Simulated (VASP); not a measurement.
A run of VASP 6.6.1:

INCAR

```
SYSTEM = Rh
PREC = Accurate
ENCUT = 520
EDIFF = 1E-6
ISMEAR = 0
SIGMA = 0.15
LREAL = .False.
LASPH = .True.
NELM = 80
ALGO = Fast
ISIF = 2
LWAVE = .False.
LCHARG = .False.
NBANDS = 14
```

KPOINTS

```
Automatic mesh
0
Gamma
  24 24 24
  0 0 0
```

POSCAR

```
Rh
1.0
    0.0000000000      1.6941737416      2.3955616707
    1.6941737416      0.0000000000      2.3955616707
    1.6941737416      1.6941737416      0.0000000000
Rh
1
Direct
    0.0000000000      0.0000000000      0.0000000000
```

Potentials or basis: VASP PAW LDA potentials, release 64 (Rh_pv).

Run with:

```bash
$ cat potpaw_LDA.64/Rh_pv/POTCAR > POTCAR
$ mpirun -np 1 vasp_std > vasp.out
```

Hardware: 1 thread of Intel(R) Xeon(R) Platinum 8259CL CPU @ 2.50GHz (Skylake/Cascade Lake) (shared host).

Task: How long does it take, and how much memory?

Result: Run time: 2 min on 1 thread of Intel(R) Xeon(R) Platinum 8259CL CPU @ 2.50GHz (Skylake/Cascade Lake), on a shared host, peak memory 0.28 GiB. Counts: scf iterations 12, k points 1063.
